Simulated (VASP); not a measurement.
Input of a VASP 6.6.1 run:

File POSCAR:

```
Pb
1.0
    0.0000000000      2.5480959006      2.5480959006
    2.5480959006      0.0000000000      2.5480959006
    2.5480959006      2.5480959006      0.0000000000
Pb
1
Direct
    0.0000000000      0.0000000000      0.0000000000
```

File INCAR.step1:

```
SYSTEM = Pb
ALGO = Normal ; EDIFF = 1E-5
ENCUT = 520 ; GGA = PE
ISIF = 2 ; ISMEAR = -1
LASPH = .True. ; LCHARG = .False.
LREAL = .False. ; LWAVE = .True.
NBANDS = 13 ; NELM = 100
PREC = Accurate ; SIGMA = 0.1
```

The input INCAR.step2:

```
SYSTEM = Pb
ALGO = Normal ; EDIFF = 1E-6
ENCUT = 520 ; GGA = PE
HFSCREEN = 0.2079 ; ISIF = 2
ISMEAR = -1 ; ISTART = 1
LASPH = .True. ; LCHARG = .False.
LHFCALC = .True. ; LREAL = .False.
LWAVE = .False. ; NBANDS = 13
NELM = 100 ; PREC = Accurate
PRECFOCK = Normal ; SIGMA = 0.1
```

File KPOINTS:

```
k-points
0
Gamma
  6 6 6
  0 0 0
```

Potentials or basis: VASP PAW PBE potentials, release 64 (Pb_d).

Command:

```sh
$ cat potpaw_PBE.64/Pb_d/POTCAR > POTCAR
$ cp INCAR.step1 INCAR
$ mpirun -np 1 vasp_std > vasp.out
$ cp INCAR.step2 INCAR
$ mpirun -np 1 vasp_std > vasp.out
```

Question: What does it give for the band gap on the k mesh?

Answer: Zero (bands 7 and 8 overlap by 9.04 eV).

Question: Estimate the pressure.

Answer: -1.5 GPa.

Caveat: the PAW data sets were made with another functional, which shifts forces and pressure a little; spin-orbit coupling is left out, which moves the levels of the heavy elements.
